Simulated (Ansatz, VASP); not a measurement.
## One calculation of Al2O3, two programs

```xyz
5
Lattice="2.9975 0.0000 0.0000 -1.4988 2.5959 0.0000 0.0000 0.0000 7.2281" Properties=species:S:1:pos:R:3 pbc="T T T"
Al    0.0000    0.0000    1.9439
Al    0.0000    0.0000    5.2842
O     0.0000    1.7306    1.3586
O     1.4988    0.8653    5.8695
O     0.0000    0.0000    3.6141
```

Alike in both runs: functional BLYP; dispersion D3(BJ); k mesh 12 × 12 × 4; no spin polarisation.

Ansatz relaxed the structure, and its values are those at the end. VASP's run is a single point on that final structure, the one shown.

```csv
,VASP,Ansatz
version,VASP 6.6.1,Ansatz 0.2.0
potentials or method,"VASP PAW PBE potentials, release 64 (Al, O), cutoff 520 eV","plane waves, PAW"
occupations,"gaussian, width 0.01 eV",fixed
valence electrons in the cell,24,24
```

Ansatz gave:

| Item | Value |
| --- | --- |
| pressure (GPa) | 0.0 |
| rms of the force components (eV/Å) | 0.000 |

Task: Estimate VASP's values.

Result: Pressure (GPa): 0.7; rms of the force components (eV/Å): 0.042.

VASP's potentials were made for PBE, not for BLYP.
